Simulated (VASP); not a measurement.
Here is a VASP 6.6.1 calculation.

INCAR

```
SYSTEM = MgS
  PREC = Accurate
  ENCUT = 520
  EDIFF = 1E-8
  ISMEAR = -1
  SIGMA = 0.03
  LREAL = .False.
  LASPH = .True.
  NELM = 60
  ALGO = Normal
  ISIF = 2
  LWAVE = .False.
  LCHARG = .False.
  GGA = PS
  LEFG = .True.
  NBANDS = 11
```

KPOINTS

```
Automatic mesh
0
Gamma
  10 10 10
  0 0 0
```

The input POSCAR:

```
MgS
1.0
    0.0000000000      2.6526756994      2.6526756994
    2.6526756994      0.0000000000      2.6526756994
    2.6526756994      2.6526756994      0.0000000000
Mg S
1 1
Direct
    0.0000000000      0.0000000000      0.0000000000
    0.5000000000      0.5000000000      0.5000000000
```

Potentials or basis: VASP PAW PBE potentials, release 64 (Mg, S).

Launch:

```bash
$ cat potpaw_PBE.64/Mg/POTCAR potpaw_PBE.64/S/POTCAR > POTCAR
$ mpirun -np 1 vasp_std > vasp.out
```

**Question.** What does it give for the band gap on the k mesh?

**Answer.** 2.58 eV, indirect (least direct gap 3.16 eV).

**Question.** Estimate the pressure.

**Answer.** -5.0 GPa.

Caveat: without QUAD_EFG the Cq values of the log hold for a quadrupole moment of 1 mb, not for the nuclei; the PAW data sets were made with another functional, which shifts forces and pressure a little. A k mesh can miss the band edges.
